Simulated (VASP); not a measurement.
The system is Ta.

```
Ta
1.0
     2.90792    0.00000    0.00000
    -1.45396    2.51833    0.00000
     0.00000    0.00000    4.71083
Ta
2
Direct
  0.33333 0.66667 0.25000
  0.66667 0.33333 0.75000
```

This isn't the form of Ta at room conditions, which is bcc.

```yaml
Program: VASP 6.6.1
Task: relaxation of cell and atoms
Functional: LDA
Potentials_or_basis: VASP PAW LDA potentials, release 64 (Ta_pv)
Cutoff: 600 eV
k_mesh: 16 × 16 × 9
Occupations: fermi-dirac, width 0.05 eV
Spin: no spin polarisation
```

At the start: pressure 6.0 GPa; volume 17.25 Å³/atom.

Task: Where does the relaxation end?

Result: Over 7 steps the energy falls by 64.0 meV/atom and the volume is 17.73 Å³/atom (+2.8 %); space group P6_3/mmc (No. 194, to 0.1 Å) before and after.

Step by step:
```tsv
step	energy change (eV)	largest force (eV/Å)	pressure (GPa)	volume (Å³)
1	0.0000	0.0000	5.97	34.50
2	-0.0211	0.0000	-11.94	37.76
3	-0.0652	0.0000	-4.83	36.27
4	-0.1222	0.0000	-1.82	35.82
5	-0.1244	0.0000	-2.42	35.90
6	-0.1213	0.0000	3.52	34.88
7	-0.1280	0.0000	0.00	35.47
```

Final structure:
```yaml
crystal:
  lattice:
    - [2.84176, 0.00000, 0.00000]
    - [-1.42088, 2.46103, 0.00000]
    - [0.00000, 0.00000, 5.07132]
  atoms:
    - { symbol: Ta, position: [0.33333, 0.66667, 0.25000] }
    - { symbol: Ta, position: [0.66667, 0.33333, 0.75000] }
```
